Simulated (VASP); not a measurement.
Write the native input for VASP 6.6.1 that does the following.

```yaml
Task: single point
Functional: PBE
Potentials_or_basis: VASP PAW PBE potentials, release 64 (Sr_sv, Ti_sv, O)
Cutoff: 520 eV
k_mesh: 6 × 6 × 6
Occupations: gaussian, width 0.05 eV
Spin: no spin polarisation
Hubbard_terms: Ti d U = 4.0 eV
Dipole_correction: no
Further_INCAR_settings: ALGO = Normal; EDIFF = 1e-06; NBANDS = 28
```

The structure of SrTiO3 lies in POSCAR:

```
SrTiO3
1.0
    3.9215611691      0.0904907161      0.0204898400
    0.0904907161      3.9682391874     -0.0207040950
    0.0204898400     -0.0207040950      3.9515139325
Sr Ti O
1 1 3
Direct
   -0.0004059578      0.0000367560     -0.0017351820
    0.5017183092      0.5007049313      0.4952909306
    0.0017285048      0.5017935157      0.5006188373
    0.4975629313     -0.0029311339      0.5024012288
    0.4993962124      0.5003959309      0.0034241854
```

These files were run (other wordings do the same):

INCAR

```
SYSTEM = SrTiO3
ALGO = Normal ; EDIFF = 1E-6
ENCUT = 520 ; GGA = PE
ISIF = 2 ; ISMEAR = 0
LASPH = .TRUE. ; LCHARG = .FALSE.
LDAU = .TRUE. ; LDAUJ = 0 0 0
LDAUL = -1 2 -1 ; LDAUPRINT = 1
LDAUTYPE = 2 ; LDAUU = 0 4 0
LMAXMIX = 4 ; LREAL = .FALSE.
LWAVE = .FALSE. ; NBANDS = 28
NELM = 150 ; PREC = Accurate
SIGMA = 0.05
```

KPOINTS

```
k-points
0
G
  6 6 6
  0 0 0
```

Potentials or basis: VASP PAW PBE potentials, release 64 (Sr_sv, Ti_sv, O).

Launch:

```bash
$ cat potpaw_PBE.64/Sr_sv/POTCAR potpaw_PBE.64/Ti_sv/POTCAR potpaw_PBE.64/O/POTCAR > POTCAR
$ mpirun -np 1 vasp_std > vasp.out
```

Results of the run:

```
Pressure               : 3.0 GPa
Largest force          : 0.225 eV/Å
Band gap on the k mesh : 2.18 eV, indirect (least direct gap 2.51 eV)
```

Run time: 2.5 min on 1 thread of Intel(R) Xeon(R) Platinum 8375C CPU @ 2.90GHz (Ice Lake) (shared host), peak memory 0.31 GiB.
